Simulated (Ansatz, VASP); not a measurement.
## TiO2 in VASP and in Ansatz

```
Ti O
1.0
    -1.92433    1.92433    4.70101
     1.92433   -1.92433    4.70101
     1.92433    1.92433   -4.70101
Ti O
2 4
Direct
  0.00000 0.00000 0.00000
  0.75000 0.25000 0.50000
  0.20611 0.20611 0.00000
  0.95611 0.45611 0.50000
  0.54389 0.04389 0.50000
  0.79389 0.79389 0.00000
```

Alike in both runs: task single point; functional r2SCAN; k mesh 10 × 10 × 10; occupations gaussian, width 0.05 eV; no spin polarisation; Hubbard terms Ti d U = 4.0 eV.

|  | VASP | Ansatz |
| --- | --- | --- |
| version | VASP 6.6.1 | Ansatz 0.2.0 |
| potentials or method | VASP PAW PBE potentials, release 64 (Ti_sv, O), cutoff 520 eV | scalar-relativistic, plane waves, PAW |
| valence electrons in the cell | 48 | 48 |

|  | VASP | Ansatz | Ansatz less VASP |
| --- | --- | --- | --- |
| gap on the k mesh at the Fermi level (eV) | 3.19 | 3.13 | -0.056 |
| least direct gap on the mesh (eV) | 3.50 | 3.43 | -0.064 |
| pressure (GPa) | 6.0 | 1.0 | -4.96 |
| traceless stress, the component that is largest in VASP (GPa) | 7.98 | 7.70 | -0.276 |
| rms of the force components (eV/Å) | 0.379 | 0.269 | -0.1097 |

VASP's potentials were made for PBE, not for r2SCAN. The programs project onto different local orbitals, so the same U acts differently, and such runs can settle in different states. Atom by atom the forces differ by 0.110 eV/Å (rms over components).
